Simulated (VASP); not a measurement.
Wanted: the native input for a VASP 6.6.1 run.

```yaml
Task: single point
Functional: PBE
Potentials_or_basis: VASP PAW PBE potentials, release 64 (K_sv, Mg, F)
Cutoff: 520 eV
k_mesh: 2 × 2 × 2, shifted
Occupations: gaussian, width 0.02 eV
Spin: no spin polarisation
Dipole_correction: no
Further_INCAR_settings: LREAL = Auto; ALGO = Normal; EDIFF = 1e-06; NBANDS = 80
```

The structure of KMgF3 lies in POSCAR:

```
KMgF3
1.0
   -4.0538823376      4.0538823376      4.0538823376
    4.0538823376     -4.0538823376      4.0538823376
    4.0538823376      4.0538823376     -4.0538823376
K Mg F
4 4 12
Direct
    0.4989048420      0.4993013584      0.4988238091
   -0.0011139088     -0.0004790532      0.4985697018
   -0.0016623129      0.4987233943     -0.0020227848
    0.4991552881     -0.0006876205     -0.0018043838
    0.4988611849      0.4994598080     -0.0013644007
   -0.0009624278     -0.0006761169     -0.0015653779
   -0.0010834212      0.4994148018      0.4984949768
    0.4987600211     -0.0007728534      0.4982726083
    0.2488317538     -0.0014339513      0.2477638536
    0.7489483171      0.4989673481      0.2480134609
    0.7489157955     -0.0004038183      0.7485925506
    0.2488115731      0.4997231862      0.7489653119
    0.7487009334      0.2494093220      0.4983577413
    0.2489434060      0.7491691578      0.4983756124
    0.2488996478      0.2493861343     -0.0013887937
    0.7489187570      0.7490564466     -0.0018900687
   -0.0006629957      0.2492278523      0.2488775309
    0.4994129166      0.7494355945      0.2486885274
    0.4982167373      0.2490878235      0.7479182189
   -0.0013695993      0.7494505204      0.7478116148
```

These files were run (other wordings do the same):

INCAR

```
SYSTEM = KMgF3
PREC     = Accurate       ! precision mode
ENCUT    = 520            ! plane-wave cutoff, eV
EDIFF    = 1E-6           ! SCF threshold, eV
ISMEAR   = 0              ! smearing method
SIGMA    = 0.02           ! smearing width, eV
LREAL    = Auto         
LASPH    = .TRUE.         ! aspherical terms in the spheres
NELM     = 100            ! most SCF steps
ALGO     = Normal         ! electronic algorithm
ISIF     = 2              ! what is computed and relaxed
LWAVE    = .FALSE.        ! write WAVECAR
LCHARG   = .FALSE.        ! write CHGCAR
GGA      = PE             ! functional
NBANDS   = 80             ! bands
```

KPOINTS

```
Automatic mesh
0
Gamma
  2 2 2
  0.5 0.5 0.5
```

Potentials or basis: VASP PAW PBE potentials, release 64 (K_sv, Mg, F).

Launch:

```console
$ cat potpaw_PBE.64/K_sv/POTCAR potpaw_PBE.64/Mg/POTCAR potpaw_PBE.64/F/POTCAR > POTCAR
$ mpirun -np 1 vasp_std > vasp.out
```

It gave:

```yaml
Pressure: -0.4 GPa
Largest_force: 0.011 eV/Å
Band_gap_on_the_k_mesh: 7.92 eV
```

Caveat: the k points lie up to 0.55 Å⁻¹ apart; a shifted mesh leaves out Γ, where band edges can lie.

Run time: 5 min on 1 thread of Intel Xeon 8259CL, with other jobs on the host, peak memory 0.41 GiB.
